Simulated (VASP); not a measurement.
A run of VASP 6.6.1 is set up as follows.

File INCAR:

```
PREC = Accurate
ENCUT = 520
EDIFF = 1E-6
ISMEAR = -1
SIGMA = 0.05
LREAL = False
LASPH = True
NELM = 100
ALGO = Normal
ISIF = 2
LWAVE = False
LCHARG = False
GGA = PE
IVDW = 13
NBANDS = 11
```

The input KPOINTS:

```
regular mesh
0
Gamma
  11 11 11
```

POSCAR

```
MgO
1.0
    0.0000000000      2.1128041011      2.1128041011
    2.1128041011      0.0000000000      2.1128041011
    2.1128041011      2.1128041011      0.0000000000
Mg O
1 1
Direct
    0.0000000000      0.0000000000      0.0000000000
    0.5000000000      0.5000000000      0.5000000000
```

Potentials or basis: VASP PAW PBE potentials, release 64 (Mg, O).

Run with:

```sh
$ cat potpaw_PBE.64/Mg/POTCAR potpaw_PBE.64/O/POTCAR > POTCAR
$ mpirun -np 1 vasp_std > vasp.out
```

(1) What does it give for the dispersion energy per atom?

(2) Estimate the band gap on the k mesh.

## Answers

(1) -0.164 eV.

(2) 4.63 eV, direct.
